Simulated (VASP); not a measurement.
# RbBr (Fm-3m) in VASP: notebook, part 2 of 2

VASP 6.6.1. The steps go on from the part before.

### 3 Single point, PBE

This run uses another cell than the first one, of 43.47 Å³/atom, 1.038 times its volume.

File INCAR:

```
ALGO = Normal ; EDIFF = 1E-6
ENCUT = 520 ; GGA = PE
ISIF = 2 ; ISMEAR = 0
LASPH = T ; LCHARG = F
LREAL = F ; LWAVE = F
NBANDS = 15 ; NELM = 100
PREC = Accurate ; SIGMA = 0.01
```

File KPOINTS:

```
k-points
0
Gamma
  6 6 6
```

File POSCAR:

```
RbBr
1.0
    0.0000000000      3.5160525416      3.5160525416
    3.5160525416      0.0000000000      3.5160525416
    3.5160525416      3.5160525416      0.0000000000
Rb Br
1 1
Direct
    0.0000000000      0.0000000000      0.0000000000
    0.5000000000      0.5000000000      0.5000000000
```

Potentials or basis: VASP PAW PBE potentials, release 64 (Rb_sv, Br).

Started as:

```console
cat potpaw_PBE.64/Rb_sv/POTCAR potpaw_PBE.64/Br/POTCAR > POTCAR
mpirun -np 1 vasp_std > vasp.out
```

OUTCAR:

```text
EDIFF = 1E-6
   ENCUT = 520
   GGA = PE
   ISIF = 2
   ISMEAR = 0
   LASPH = T
   LREAL = F
   NELM = 100
   PREC = Accurate

 ion  position               nearest neighbor table
   1  0.000  0.000  0.000-   2 3.52   2 3.52   2 3.52   2 3.52   2 3.52   2 3.52
   2  0.500  0.500  0.500-   1 3.52   1 3.52   1 3.52   1 3.52   1 3.52   1 3.52

  LATTYP: Found a face centered cubic cell.
 ALAT       =     7.0321050832

  Lattice vectors:

[... 464 lines left out ...]

------------------------ aborting loop because EDIFF is reached ----------------------------------------

  FORCE on cell =-STRESS in cart. coord.  units (eV):
  Direction    XX          YY          ZZ          XY          YZ          ZX
  --------------------------------------------------------------------------------------
  -------------------------------------------------------------------------------------
  Total       -0.0298081     -0.0298081     -0.0298081      0.0000000     -0.0000000      0.0000000
  in kB       -0.5493499     -0.5493499     -0.5493499      0.0000000     -0.0000000      0.0000000
  external PRESSURE =      -0.5493499 kB  Pullay stress =       0.0000000 kB

 VOLUME and BASIS-vectors are now :
 -----------------------------------------------------------------------------
  energy-cutoff  :      520.00
  volume of cell :       86.94
      direct lattice vectors                 reciprocal lattice vectors
     0.000000000  3.516052542  3.516052542    -0.142204928  0.142204928  0.142204928
     3.516052542  0.000000000  3.516052542     0.142204928 -0.142204928  0.142204928
     3.516052542  3.516052542  0.000000000     0.142204928  0.142204928 -0.142204928

 POSITION                                       TOTAL-FORCE (eV/Angst)
 -----------------------------------------------------------------------------------
      0.00000      0.00000      0.00000         0.000000      0.000000      0.000000
      3.51605      3.51605      3.51605        -0.000000     -0.000000     -0.000000
 -----------------------------------------------------------------------------------
    total drift:                                0.000000     -0.000000     -0.000000

  FREE ENERGIE OF THE ION-ELECTRON SYSTEM (eV)
  ---------------------------------------------------
  free  energy   TOTEN  =        -6.1155156382 eV

  energy  without entropy=       -6.1155156382  energy(sigma->0) =       -6.11551564
```

OSZICAR:

```text
N       E                     dE             d eps       ncg     rms          rms(c)
DAV:   1     0.827552805312E+02    0.82755E+02   -0.65551E+03   480   0.913E+02
DAV:   2    -0.213906770822E+00   -0.82969E+02   -0.76830E+02   653   0.162E+02
DAV:   3    -0.617257812843E+01   -0.59587E+01   -0.59321E+01   648   0.446E+01
DAV:   4    -0.635470495259E+01   -0.18213E+00   -0.18211E+00   698   0.732E+00
DAV:   5    -0.635601680267E+01   -0.13119E-02   -0.13117E-02   662   0.685E-01    0.258E+00
DAV:   6    -0.612159209109E+01    0.23442E+00   -0.28216E-01   571   0.236E+00    0.167E+00
DAV:   7    -0.610176354421E+01    0.19829E-01   -0.12793E-01   620   0.170E+00    0.891E-01
DAV:   8    -0.611459351690E+01   -0.12830E-01   -0.15846E-02   496   0.714E-01    0.116E-01
DAV:   9    -0.611503998148E+01   -0.44646E-03   -0.75707E-04   677   0.139E-01    0.726E-02
DAV:  10    -0.611550700598E+01   -0.46702E-03   -0.59540E-04   494   0.135E-01    0.276E-02
DAV:  11    -0.611550855043E+01   -0.15444E-05   -0.34154E-05   665   0.307E-02    0.964E-03
DAV:  12    -0.611551532731E+01   -0.67769E-05   -0.10838E-05   487   0.187E-02    0.129E-03
DAV:  13    -0.611551563825E+01   -0.31094E-06   -0.33347E-07   520   0.346E-03
   1 F= -.61155156E+01 E0= -.61155156E+01  d E =-.348615E-20
```

stdout:

```text
POSCAR found type information on POSCAR RbBr
 POSCAR found :  2 types and       2 ions
 scaLAPACK will be used
 LDA part: xc-table for (Slater+PW92), standard interpolation
 POSCAR, INCAR and KPOINTS ok, starting setup
 FFT: planning ... GRIDC
 FFT: planning ... GRID_SOFT
 FFT: planning ... GRID
 WAVECAR not read
 entering main loop
```

Wall time 46 s (1 thread of Intel Xeon 8259CL, shared host); peak memory 0.24 GiB.

Results:

```
Free energy            : -6.1155 eV
Pressure               : -0.1 GPa
Band gap on the k mesh : 4.17 eV, direct
```

Levels at points of the mesh, in eV from the valence-band top:
```
           k point  band 6  band 7  band 8  band 9  band 10  band 11
(0.00, 0.00, 0.00)    0.00    0.00    0.00    4.17     7.25     7.25
(0.50, 0.00, 0.00)   -0.86   -0.29   -0.29    6.61     7.44     9.25
(0.50, 0.50, 0.00)   -0.45   -0.15   -0.15    5.68     6.84     8.81
```

### 4 Single point, PBE

This run uses another cell than the first one, of 45.08 Å³/atom, 1.077 times its volume.

File INCAR:

```
ALGO = Normal
EDIFF = 1E-7
ENCUT = 520
GGA = PE
ISIF = 2
ISMEAR = 0
LASPH = True
LCHARG = True
LELF = True
LREAL = False
LVHAR = True
LWAVE = False
NBANDS = 15
NELM = 60
PREC = Accurate
SIGMA = 0.01
```

KPOINTS is that of step 3.

File POSCAR:

```
RbBr
1.0
    0.0000000000      3.5589354574      3.5589354574
    3.5589354574      0.0000000000      3.5589354574
    3.5589354574      3.5589354574      0.0000000000
Rb Br
1 1
Direct
    0.0000000000      0.0000000000      0.0000000000
    0.5000000000      0.5000000000      0.5000000000
```

Started as:

```console
cat potpaw_PBE.64/Rb_sv/POTCAR potpaw_PBE.64/Br/POTCAR > POTCAR
mpirun -np 1 vasp_std > vasp.out
```

It took 52 s on 1 thread of Intel Xeon 8259CL, shared host; peak memory 0.24 GiB.

It converged, with:

| Item | Value |
| --- | --- |
| Free energy | -6.1105 eV |
| Pressure | -0.4 GPa |
| Band gap on the k mesh | 4.09 eV, direct |

Levels at points of the mesh, in eV from the valence-band top:
```
           k point  band 4  band 5  band 6  band 7  band 8  band 9  band 10  band 11  band 12  band 13
(0.00, 0.00, 0.00)   -8.74   -8.74    0.00    0.00    0.00    4.09     7.23     7.23     7.23     8.04
(0.50, 0.00, 0.00)   -8.74   -8.71   -0.81   -0.27   -0.27    6.52     7.31     9.14     9.14     9.79
(0.50, 0.50, 0.00)   -8.78   -8.78   -0.44   -0.15   -0.15    5.70     6.71     8.63     8.97     8.98
```

A hybrid or GW would open this gap; PBE tends to underestimate it.

### 5 Summary

```tsv
cell	gap on the mesh (eV)	pressure (GPa)
a = 4.910 Å, angles 60.0°, 2 atoms	4.26	0.4
a = 4.972 Å, angles 60.0°, 2 atoms	4.17	-0.1
a = 5.033 Å, angles 60.0°, 2 atoms	4.09	-0.4
```

Alike in all rows: task single point; level PBE; potentials or basis VASP PAW PBE potentials, release 64 (Rb_sv, Br); no spin polarisation; k mesh 6 × 6 × 6; cutoff (eV) 520; smearing gaussian 0.01 eV.

Absolute energies hang on the potentials; compare differences alone.
